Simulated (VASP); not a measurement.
The system is Rh.

```xyz
3
Lattice="4.0245 0.0000 0.0000 0.0000 4.0245 0.0000 0.0000 0.0000 4.0245" Properties=species:S:1:pos:R:3 pbc="T T T"
Rh    0.0000    2.0123    2.0123
Rh    2.0123    0.0000    2.0123
Rh    2.0123    2.0123    0.0000
```

```yaml
Program: VASP 6.6.1
Task: relaxation of cell and atoms
Functional: PBE
Potentials_or_basis: VASP PAW PBE potentials, release 64 (Rh_pv)
Cutoff: 600 eV
k_mesh: 4 × 4 × 4
Occupations: gaussian, width 0.1 eV
Spin: no spin polarisation
```

At the start: pressure -24.7 GPa; volume 21.73 Å³/atom.

Q: Where does the relaxation end?

A: Over 5 steps the energy falls by 511.1 meV/atom and the volume is 16.70 Å³/atom (-23.1 %); space group Pm-3m (No. 221, to 0.05 Å).

The path:
| step | energy change (eV) | largest force (eV/Å) | pressure (GPa) | volume (Å³) |
| --- | --- | --- | --- | --- |
| 1 | 0.0000 | 0.0000 | -24.69 | 65.19 |
| 2 | 1.1493 | 0.0000 | 95.60 | 38.42 |
| 3 | -1.5262 | 0.0000 | -2.84 | 50.91 |
| 4 | -1.5325 | 0.0000 | -1.05 | 50.39 |
| 5 | -1.5334 | 0.0000 | 0.02 | 50.10 |

Final structure:
```xyz
3
Lattice="3.6864 0.0000 0.0000 0.0000 3.6864 0.0000 0.0000 0.0000 3.6864" Properties=species:S:1:pos:R:3 pbc="T T T"
Rh    0.0000    1.8432    1.8432
Rh    1.8432    0.0000    1.8432
Rh    1.8432    1.8432    0.0000
```

Caveat: the k points lie up to 0.43 Å⁻¹ apart in the final cell; the volume moved by over 15 % at a fixed basis, so the end points are rough.
